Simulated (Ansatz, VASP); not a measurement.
One calculation of Pd, two programs

```
Pd
1.0
     4.42567    0.00000    0.00000
    -2.21283    3.83274    0.00000
     0.00000    0.00000    2.63374
Pd
3
Cartesian
  0.0000 0.0000 0.0000
  0.0000 2.5552 1.3169
  2.2128 1.2776 1.3169
```

Alike in both runs: task single point; functional PBEsol; k mesh 9 × 9 × 13; occupations fermi-dirac, width 0.1 eV; no spin polarisation.

```csv
,VASP,Ansatz
version,VASP 6.6.1,Ansatz 0.2.0
potentials or method,"VASP PAW PBE potentials, release 64 (Pd), cutoff 520 eV","plane waves (420 eV) with PAW, scalar-relativistic"
valence electrons in the cell,30,54
```

```csv
,VASP,Ansatz,Ansatz less VASP
pressure (GPa),-0.3,0.2,+0.43
"traceless stress, the component that is largest in VASP (GPa)",0.27,0.22,-0.049
```

VASP's potentials were made for PBE, not for PBEsol, and Ansatz warns of the same on its side. VASP's potentials hold 30 valence electrons a cell and Ansatz's 54, so a difference there can come from the potentials and not from the codes.
